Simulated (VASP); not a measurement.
# LiSi16 (a cell with a defect) in VASP: single point with PBEsol

Aim: the single point of LiSi16 (a cell with a defect) with PBEsol.

All numbers are computed with VASP 6.6.1; they aren't measurements. Logs are shortened: lines on timing, memory, paths and dates and some standing lists are left out, and cuts for length are marked.

**1. The cell of the first run**

The cell holds a defect, 17 atoms: a = 7.679 Å, b = 7.679 Å, c = 7.679 Å, α = 60.00°, β = 60.00°, γ = 60.00°.

**2. Single point, PBEsol, collinear spin**

Input file INCAR:

```
SYSTEM = LiSi16
  ALGO = Normal
  EDIFF = 1E-6
  ENCUT = 650
  GGA = PS
  GGA_COMPAT = .FALSE.
  ISIF = 2
  ISMEAR = 0
  ISPIN = 2
  LASPH = .TRUE.
  LCHARG = .FALSE.
  LORBIT = 11
  LREAL = .FALSE.
  LWAVE = .FALSE.
  MAGMOM = 0 0 0 0 0 0 0 0 0 0 0 0 0 0 0 0 1
  NBANDS = 52
  NELM = 200
  PREC = Accurate
  SIGMA = 0.05
```

Input file KPOINTS:

```
k-points
0
G
  2 2 2
  0 0 0
```

Input file POSCAR:

```
LiSi16
1.0
    0.0000000000      5.4300000000      5.4300000000
    5.4300000000      0.0000000000      5.4300000000
    5.4300000000      5.4300000000      0.0000000000
Si Li
16 1
Direct
   -0.0081155801      0.0026613502      0.0033746226
    0.1235497162      0.1265144867      0.1272682906
    0.0011912654     -0.0032315754      0.5016760760
    0.1235204703      0.1265243942      0.6239988927
    0.0011811049      0.5009245841     -0.0024889501
    0.1235295527      0.6232630737      0.1272420740
    0.0011839089      0.5009273892      0.5016518840
    0.1251365572      0.6248826009      0.6256208147
    0.5029297949      0.0026526702      0.0034513780
    0.6251802032      0.1248931122      0.1257001355
    0.5029048010      0.0026489651      0.4923984241
    0.6267787019      0.1265153899      0.6240752227
    0.5029212743      0.4916032390      0.0033933892
    0.6267764857      0.6232723248      0.1272747765
    0.4970245310      0.5009289233      0.5016781950
    0.6267768494      0.6232541875      0.6240138209
    0.3751654630      0.8748907843      0.8756700536
```

Potentials or basis: VASP PAW PBE potentials, release 64 (Si, Li_sv).

Command:

```bash
cat potpaw_PBE.64/Si/POTCAR potpaw_PBE.64/Li_sv/POTCAR > POTCAR
mpirun -np 1 vasp_std > vasp.out
```

OUTCAR:

```text
SYSTEM = LiSi16
   EDIFF = 1E-6
   ENCUT = 650
   GGA = PS
   ISIF = 2
   ISMEAR = 0
   ISPIN = 2
   LASPH = .TRUE.
   LORBIT = 11
   LREAL = .FALSE.
   NELM = 200
   PREC = Accurate

 ion  position               nearest neighbor table
   1  0.992  0.003  0.003-  10 2.30   4 2.38   6 2.38   2 2.38  17 2.40
   2  0.124  0.127  0.127-   3 2.35   5 2.35   9 2.38   1 2.38  17 2.73
   3  0.001  0.997  0.502-   8 2.33   2 2.35   4 2.35  12 2.35
   4  0.124  0.127  0.624-   7 2.35   3 2.35   1 2.38  11 2.38  17 2.73
   5  0.001  0.501  0.998-   8 2.33  14 2.35   2 2.35   6 2.35
   6  0.124  0.623  0.127-   7 2.35   5 2.35  13 2.38   1 2.38  17 2.73
   7  0.001  0.501  0.502-   8 2.33   4 2.35  16 2.35   6 2.35
   8  0.125  0.625  0.626-   7 2.33   3 2.33  15 2.33   5 2.33
   9  0.503  0.003  0.003-  10 2.30  12 2.38   2 2.38  14 2.38  17 2.40
  10  0.625  0.125  0.126-  11 2.30   1 2.30  13 2.30   9 2.30
  11  0.503  0.003  0.492-  10 2.30   4 2.38  16 2.38  12 2.38  17 2.40
  12  0.627  0.127  0.624-   3 2.35  15 2.35   9 2.38  11 2.38  17 2.73
  13  0.503  0.492  0.003-  10 2.30  16 2.38   6 2.38  14 2.38  17 2.40
  14  0.627  0.623  0.127-  15 2.35   5 2.35   9 2.38  13 2.38  17 2.73
  15  0.497  0.501  0.502-   8 2.33  14 2.35  16 2.35  12 2.35
  16  0.627  0.623  0.624-   7 2.35  15 2.35  13 2.38  11 2.38  17 2.73
  17  0.375  0.875  0.876-  11 2.40   1 2.40  13 2.40   9 2.40  14 2.73   2 2.73  12 2.73   6 2.73
                            16 2.73   4 2.73

  LATTYP: Found a face centered cubic cell.
 ALAT       =    10.8600000000

  Lattice vectors:

 A1 = (   0.0000000000,   5.4300000000,   5.4300000000)
 A2 = (   5.4300000000,   0.0000000000,   5.4300000000)
 A3 = (   5.4300000000,   5.4300000000,   0.0000000000)

Analysis of symmetry for initial positions (statically):
=====================================================================
 Subroutine PRICEL returns:
 Original cell was already a primitive cell.

 Routine SETGRP: Setting up the symmetry group for a
 face centered cubic supercell.

 Subroutine GETGRP returns: Found  1 space group operations
 (whereof  1 operations were pure point group operations)
 out of a pool of 48 trial point group operations.

The static configuration has the point symmetry C_1 .

Analysis of symmetry for dynamics (positions and initial velocities):
=====================================================================
 Subroutine PRICEL returns:
 Original cell was already a primitive cell.

 Routine SETGRP: Setting up the symmetry group for a
 face centered cubic supercell.

 Subroutine GETGRP returns: Found  1 space group operations
[... 176 lines left out ...]
  ---------------------------------------------------
  free energy    TOTEN  =       -92.26332773 eV

  energy without entropy =      -92.25440316  energy(sigma->0) =      -92.25886545

 E-fermi :   6.5091     XC(G=0):  -9.6635

 val. band max:        6.5053120838   @ k =   0.0000   0.0000   0.0000
 cond. band min:       6.7010331425   @ k =   0.0000   0.0000   0.0000
 fundamental gap:      0.1957210587
 Fermi energy:         6.5091248531

 spin component 1

 k-point     1 :       0.0000    0.0000    0.0000
  band No.  band energies     occupation
      1     -39.8371      1.00000
      2      -6.0461      1.00000
      3      -3.7919      1.00000
      4      -3.7037      1.00000
      5      -3.7035      1.00000
      6      -3.7033      1.00000
[... 373 lines left out ...]
     44      10.1228      0.00000
     45      10.2139      0.00000
 Fermi energy:         6.5091248531

 spin component 2

 k-point     1 :       0.0000    0.0000    0.0000
  band No.  band energies     occupation
      1     -39.8370      1.00000
      2      -6.0459      1.00000
      3      -3.7918      1.00000
      4      -3.7035      1.00000
      5      -3.7034      1.00000
      6      -3.7032      1.00000
[... 373 lines left out ...]
     44      10.1234      0.00000
     45      10.2142      0.00000
 [bands above 45 left out]

------------------------ aborting loop because EDIFF is reached ----------------------------------------

  FORCE on cell =-STRESS in cart. coord.  units (eV):
  Direction    XX          YY          ZZ          XY          YZ          ZX
  --------------------------------------------------------------------------------------
  -------------------------------------------------------------------------------------
  Total        3.7242900      3.7251083      3.7236130     -0.0024893     -0.0048043     -0.0065841
  in kB       18.6347935     18.6388880     18.6314063     -0.0124552     -0.0240385     -0.0329441
  external PRESSURE =      18.6350293 kB  Pullay stress =       0.0000000 kB

 VOLUME and BASIS-vectors are now :
 -----------------------------------------------------------------------------
  energy-cutoff  :      650.00
  volume of cell :      320.21
      direct lattice vectors                 reciprocal lattice vectors
     0.000000000  5.430000000  5.430000000    -0.092081031  0.092081031  0.092081031
     5.430000000  0.000000000  5.430000000     0.092081031 -0.092081031  0.092081031
     5.430000000  5.430000000  0.000000000     0.092081031  0.092081031 -0.092081031

 POSITION                                       TOTAL-FORCE (eV/Angst)
 -----------------------------------------------------------------------------------
      0.03278      5.40426      5.40038         0.000373      0.001204      0.000247
      1.37804      1.36194      1.35785         0.000074     -0.000917     -0.000726
      8.13655      2.73057      5.41892         0.000129      0.000132     -0.000118
      4.07534      4.05903      1.35774        -0.000290      0.000136     -0.000036
      8.13651      5.42290      2.72643        -0.000063      0.000199      0.000578
      4.07524      1.36169      4.05508        -0.000030     -0.000314     -0.000099
[... 9 lines left out ...]
      6.77267      6.79179      6.78767         0.000010     -0.000499      0.000135
      9.50555      6.79204      6.78781         0.000223      0.000324      0.000060
 -----------------------------------------------------------------------------------
    total drift:                                0.000036      0.000050      0.000001

  FREE ENERGIE OF THE ION-ELECTRON SYSTEM (eV)
  ---------------------------------------------------
  free  energy   TOTEN  =       -92.2633277297 eV

  energy  without entropy=      -92.2544031604  energy(sigma->0) =      -92.25886545

 total charge

# of ion       s       p       d       tot
------------------------------------------
    1        0.746   0.962   0.000   1.707
    2        0.738   0.945   0.000   1.684
    3        0.743   0.951   0.000   1.695
    4        0.738   0.945   0.000   1.684
    5        0.743   0.951   0.000   1.695
    6        0.738   0.945   0.000   1.684
[... 9 lines left out ...]
   16        0.738   0.945   0.000   1.684
   17        2.028   0.101   0.000   2.129
--------------------------------------------------
tot         13.882  15.367   0.000  29.250

 magnetization (x)

# of ion       s       p       d       tot
------------------------------------------
    1        0.000   0.000   0.000   0.000
    2        0.000  -0.000   0.000   0.000
    3       -0.000   0.000   0.000   0.000
    4        0.000  -0.000   0.000   0.000
    5       -0.000   0.000   0.000   0.000
    6        0.000  -0.000   0.000   0.000
[... 9 lines left out ...]
   16        0.000  -0.000   0.000   0.000
   17       -0.000  -0.000   0.000  -0.000
--------------------------------------------------
tot          0.000   0.000   0.000   0.000
```

stdout:

```text
POSCAR found type information on POSCAR SiLi
 POSCAR found :  2 types and      17 ions
 scaLAPACK will be used
 -----------------------------------------------------------------------------
|                                                                             |
|                                                                             |
|     You have a (more or less) 'large supercell' and for larger cells it     |
|     might be more efficient to use real-space projection operators.         |
|     Therefore, try LREAL= Auto in the INCAR file.                           |
|     Mind: For very accurate calculation, you might also keep the            |
|     reciprocal projection scheme (i.e. LREAL=.FALSE.).                      |
|                                                                             |
 -----------------------------------------------------------------------------

 -----------------------------------------------------------------------------
|                                                                             |
|                                                                             |
|     You enforced a specific xc type in the INCAR file but a different       |
|     I HOPE YOU KNOW WHAT YOU ARE DOING!                                     |
|                                                                             |
 -----------------------------------------------------------------------------

 LDA part: xc-table for (Slater+PW92), standard interpolation
 POSCAR, INCAR and KPOINTS ok, starting setup
 FFT: planning ... GRIDC
 FFT: planning ... GRID_SOFT
 FFT: planning ... GRID
 WAVECAR not read
 entering main loop
```

It took 13 min on 1 thread of Oxide Virtual Turin-like, shared host; peak memory 0.86 GiB.

Results:

```yaml
Free_energy: -92.2633 eV
Pressure: 1.9 GPa
Net_moment: 0.00 μB per cell
Valence_electrons_inside_the_program's_atomic_spheres: Si 1.71, 1.68, 1.70 (each value once); Li 2.13
```

Forces in eV/Å, atoms in the order of the input:
```
Si   0.000  0.001  0.000
Si   0.000 -0.001 -0.001
Si   0.000  0.000  0.000
Si   0.000  0.000  0.000
Si   0.000  0.000  0.001
Si   0.000  0.000  0.000
Si   0.000  0.000  0.000
Si   0.001  0.001  0.000
Si   0.001  0.001  0.000
Si  -0.001 -0.002 -0.001
Si   0.001  0.001  0.000
Si  -0.001 -0.001  0.000
Si   0.001  0.000  0.000
Si  -0.001  0.000 -0.001
Si   0.000  0.000  0.000
Si   0.000  0.000  0.000
Li   0.000  0.000  0.000
```

Caveat: the k points lie up to 0.50 Å⁻¹ apart; the PAW data sets were made with another functional, which shifts forces and pressure a little.
